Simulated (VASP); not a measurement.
# SnSe in VASP: further runs, part 3 of 3

VASP 6.6.1. The steps go on from the part before.

**5. Single point, r2SCAN**

POSCAR

```
SnSe
1.0
    4.2853274191      0.0000000000      0.0000000000
    0.0000000000      4.2853274191      0.0000000000
    0.0000000000      0.0000000000     10.9906921300
Sn Se
2 2
Direct
    0.0000000000      0.5000000000      0.6277708900
    0.5000000000      0.0000000000      0.3722291100
    0.0000000000      0.5000000000      0.3839605100
    0.5000000000      0.0000000000      0.6160394900
```

INCAR.step1

```
PREC     = Accurate       # precision mode
ENCUT    = 520            # plane-wave cutoff, eV
ISMEAR   = -1             # smearing method
SIGMA    = 0.05           # smearing width, eV
LREAL    = F              # projectors in reciprocal space
LASPH    = T              # aspherical terms in the spheres
NELM     = 80             # most SCF steps
NBANDS   = 28             # bands
GGA      = PE             # functional
ALGO     = Normal         # electronic algorithm
EDIFF    = 1E-4           # SCF threshold, eV
LWAVE    = T              # write WAVECAR
LCHARG   = F              # write CHGCAR
```

INCAR.step2

```
PREC     = Accurate       # precision mode
ENCUT    = 520            # plane-wave cutoff, eV
EDIFF    = 1E-6           # SCF threshold, eV
ISMEAR   = -1             # smearing method
SIGMA    = 0.05           # smearing width, eV
LREAL    = F              # projectors in reciprocal space
LASPH    = T              # aspherical terms in the spheres
NELM     = 80             # most SCF steps
ALGO     = Normal         # electronic algorithm
ISIF     = 2              # what is computed and relaxed
LWAVE    = F              # write WAVECAR
LCHARG   = F              # write CHGCAR
METAGGA  = R2SCAN         # meta-GGA
LMIXTAU  = T            
NBANDS   = 28             # bands
ISTART   = 1
```

KPOINTS

```
Automatic mesh
0
Gamma
  6 6 3
```

Potentials or basis: VASP PAW PBE potentials, release 64 (Sn_d, Se).

On the command line:

```bash
cat potpaw_PBE.64/Sn_d/POTCAR potpaw_PBE.64/Se/POTCAR > POTCAR
cp INCAR.step1 INCAR
mpirun -np 1 vasp_std > vasp.out
cp INCAR.step2 INCAR
mpirun -np 1 vasp_std > vasp.out
```

OUTCAR:

```text
PREC = Accurate
   ENCUT = 520
   EDIFF = 1E-6
   ISMEAR = -1
   LREAL = F
   LASPH = T
   NELM = 80
   ISIF = 2
   METAGGA = R2SCAN
   ISTART = 1

 ion  position               nearest neighbor table
   1  0.000  0.500  0.628-   3 2.68   4 3.03   4 3.03   4 3.03   4 3.03
   2  0.500  0.000  0.372-   4 2.68   3 3.03   3 3.03   3 3.03   3 3.03
   3  0.000  0.500  0.384-   1 2.68   2 3.03   2 3.03   2 3.03   2 3.03
   4  0.500  0.000  0.616-   2 2.68   1 3.03   1 3.03   1 3.03   1 3.03

  LATTYP: Found a simple tetragonal cell.
 ALAT       =     4.2853274191
 C/A-ratio  =     2.5647263453

  Lattice vectors:

 A1 = (   4.2853274191,   0.0000000000,   0.0000000000)
 A2 = (   0.0000000000,   4.2853274191,   0.0000000000)
 A3 = (   0.0000000000,   0.0000000000,  10.9906921300)

Analysis of symmetry for initial positions (statically):
=====================================================================
 Subroutine PRICEL returns:
 Original cell was already a primitive cell.

 Routine SETGRP: Setting up the symmetry group for a
 simple tetragonal supercell.

 Subroutine GETGRP returns: Found 16 space group operations
 (whereof  8 operations were pure point group operations)
 out of a pool of 16 trial point group operations.

The static configuration has the point symmetry D_2d.
 The point group associated with its full space group is D_4h.

Analysis of symmetry for dynamics (positions and initial velocities):
=====================================================================
 Subroutine PRICEL returns:
 Original cell was already a primitive cell.

 Routine SETGRP: Setting up the symmetry group for a
 simple tetragonal supercell.

 Subroutine GETGRP returns: Found 16 space group operations
 (whereof  8 operations were pure point group operations)
 out of a pool of 16 trial point group operations.

The dynamic configuration has the point symmetry D_2d.
[... 116 lines left out ...]
   IALGO  =     38    algorithm
   IMIX   =      4    mixing-type and parameters
     AMIX     =   0.40;   BMIX     =  1.00
     AMIX_MAG =   1.60;   BMIX_MAG =  1.00
  volume/ion in A,a.u.               =      50.46       340.51
  Fermi-wavevector in a.u.,A,eV,Ry     =   0.954473  1.803693 12.395171  0.911019
  Thomas-Fermi vector in A             =   2.083223
   LORBIT       =      0    0 simple, 1 ext, 2 COOP (PROOUT), +10 PAW based schemes
   METAGGA = R2SCAN    functional components
   LHFCALC =     F    Hartree Fock is set to
   AEXX    =    0.0000 exact exchange contribution
   IVDW    =     0    specifies the selected vdW correction
   LEPSILON=     F    determine dielectric tensor
   LRPA    =     F    only Hartree local field effects (RPA)
 non-spin polarized calculation
  energy-cutoff  :      520.00
  volume of cell :      201.83
 maximum number of plane-waves:      5480
 NGX is ok and might be reduce to    32
   NGX = 15   NGY = 15   NGZ = 41

 number of electron      40.0000021 magnetization

 Free energy of the ion-electron system (eV)
  ---------------------------------------------------
  ext. energy  EPLUGINS =         0.00000000
  ---------------------------------------------------
  free energy    TOTEN  =       -79.57216619 eV

  energy without entropy =      -79.57216618  energy(sigma->0) =      -79.57216619

 E-fermi :   1.3321     XC(G=0):  -6.2084

 val. band max:        0.4564373315   @ k =   0.3333   0.0000   0.3333
 cond. band min:       2.2291506233   @ k =   0.3333   0.0000   0.3333
 fundamental gap:      1.7727132918
 Fermi energy:         1.3320532681

 k-point     1 :       0.0000    0.0000    0.0000
  band No.  band energies     occupation
      1     -21.3182      2.00000
      2     -21.3137      2.00000
      3     -21.3128      2.00000
      4     -21.3066      2.00000
      5     -21.2927      2.00000
      6     -21.2606      2.00000
[... 609 lines left out ...]
     27       7.4433      0.00000
     28       7.4433      0.00000

------------------------ aborting loop because EDIFF is reached ----------------------------------------

  FORCE on cell =-STRESS in cart. coord.  units (eV):
  Direction    XX          YY          ZZ          XY          YZ          ZX
  --------------------------------------------------------------------------------------
  -------------------------------------------------------------------------------------
  Total        0.0342799      0.0342799      0.0047375      0.0000000      0.0000000      0.0000000
  in kB        0.2721177      0.2721177      0.0376069      0.0000000      0.0000000      0.0000000
  external PRESSURE =       0.1939474 kB  Pullay stress =       0.0000000 kB

 VOLUME and BASIS-vectors are now :
 -----------------------------------------------------------------------------
  energy-cutoff  :      520.00
  volume of cell :      201.83
      direct lattice vectors                 reciprocal lattice vectors
     4.285327419  0.000000000  0.000000000     0.233354398  0.000000000  0.000000000
     0.000000000  4.285327419  0.000000000     0.000000000  0.233354398  0.000000000
     0.000000000  0.000000000 10.990692130     0.000000000  0.000000000  0.090986081

 POSITION                                       TOTAL-FORCE (eV/Angst)
 -----------------------------------------------------------------------------------
      0.00000      2.14266      6.89964        -0.000000     -0.000000      0.016409
      2.14266      0.00000      4.09106         0.000000     -0.000000     -0.016409
      0.00000      2.14266      4.21999         0.000000      0.000000      0.000203
      2.14266      0.00000      6.77070        -0.000000     -0.000000     -0.000203
 -----------------------------------------------------------------------------------
    total drift:                                0.000000      0.000000      0.000000

  FREE ENERGIE OF THE ION-ELECTRON SYSTEM (eV)
  ---------------------------------------------------
  free  energy   TOTEN  =       -79.5721661937 eV

  energy  without entropy=      -79.5721661821  energy(sigma->0) =      -79.57216619
```

Run time: 3.8 min. Hardware: 1 thread of Intel Xeon 6975P-C (Granite Rapids), shared host; peak memory 0.36 GiB.

What came out:

| Quantity | Value |
| --- | --- |
| Free energy | -79.5722 eV |
| Largest force | 0.016 eV/Å |
| Band gap on the k mesh | 1.77 eV, direct |

Forces in eV/Å, atoms in the order of the input:
```
Sn   0.000  0.000  0.016
Sn   0.000  0.000 -0.016
Se   0.000  0.000  0.000
Se   0.000  0.000  0.000
```

Levels at points of the mesh, in eV from the valence-band top:
| k point | band 16 | band 17 | band 18 | band 19 | band 20 | band 21 | band 22 | band 23 | band 24 | band 25 |
| --- | --- | --- | --- | --- | --- | --- | --- | --- | --- | --- |
| (0.00, 0.00, 0.00) | -3.17 | -3.17 | -1.81 | -1.81 | -0.30 | 1.91 | 4.19 | 4.23 | 4.77 | 4.77 |
| (0.50, 0.00, 0.00) | -2.40 | -1.63 | -1.63 | -0.14 | -0.14 | 1.84 | 1.84 | 2.32 | 2.32 | 3.51 |
| (0.50, 0.50, 0.00) | -4.92 | -3.32 | -3.32 | -1.77 | -1.77 | 4.02 | 4.02 | 5.18 | 5.18 | 5.36 |

Caveat: the PAW data sets were made with another functional, which shifts forces and pressure a little; spin-orbit coupling is left out, which moves the levels of the heavy elements.

**6. The runs side by side**

| level | cell | k mesh | grid for exact exchange (PRECFOCK) | share of exact exchange | screening parameter | gap on the mesh (eV) | largest force (eV/Å) |
| --- | --- | --- | --- | --- | --- | --- | --- |
| PBE-based screened hybrid | a = 4.285, b = 4.285, c = 10.991 Å, 4 atoms | 3 × 3 × 2 | Normal | 0.05 | 0.2 1/Å | 1.61 | 0.62 |
| PBE-based screened hybrid | a = 4.285, b = 4.285, c = 10.991 Å, 4 atoms | 3 × 3 × 2 | Normal | 0.25 | 0.2 1/Å | 2.03 | 0.36 |
| r2SCAN | a = 4.257, b = 4.257, c = 10.917 Å, 4 atoms | 6 × 6 × 3 | - | - | - | 1.75 | 0.17 |
| r2SCAN | a = 4.285, b = 4.285, c = 10.991 Å, 4 atoms | 6 × 6 × 3 | - | - | - | 1.77 | 0.02 |

Alike in all rows: task single point; potentials or basis VASP PAW PBE potentials, release 64 (Sn_d, Se); no spin polarisation; cutoff (eV) 520; smearing fermi-dirac 0.05 eV.

Caveats: some runs use coarse meshes; the PAW data sets were made with another functional, which shifts forces and pressure a little; spin-orbit coupling is left out, which moves the levels of the heavy elements.

Absolute energies hang on the potentials; compare differences alone.
